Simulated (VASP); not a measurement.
Input of a VASP 6.6.1 run:

INCAR

```
  PREC = Accurate
  ENCUT = 520
  EDIFF = 1E-7
  ISMEAR = 0
  SIGMA = 0.1
  LREAL = F
  LASPH = T
  NELM = 60
  ALGO = Normal
  ISIF = 2
  LWAVE = F
  LCHARG = T
  GGA = PE
  LELF = T
  LVHAR = T
  NBANDS = 13
```

KPOINTS

```
regular mesh
0
Gamma
  8 8 8
```

The input POSCAR:

```
Al2O
1.0
   -1.4088045046      1.4088045046      4.6152696161
    1.4088045046     -1.4088045046      4.6152696161
    1.4088045046      1.4088045046     -4.6152696161
Al O
2 1
Direct
    0.3529886792      0.3529886792      0.0000000000
    0.6470113208      0.6470113208      0.0000000000
    0.0000000000      0.0000000000      0.0000000000
```

Potentials or basis: VASP PAW PBE potentials, release 64 (Al, O).

Run with:

```console
$ cat potpaw_PBE.64/Al/POTCAR potpaw_PBE.64/O/POTCAR > POTCAR
$ mpirun -np 1 vasp_std > vasp.out
```

(1) What does it give for the largest force?

(2) What does it give for the band gap on the k mesh?

Answers

(1) 0.005 eV/Å.

(2) zero (band 6 reaches 9.76 eV, above the bottom of band 7 at 7.51 eV).

Caveat: the k points lie up to 0.39 Å⁻¹ apart.
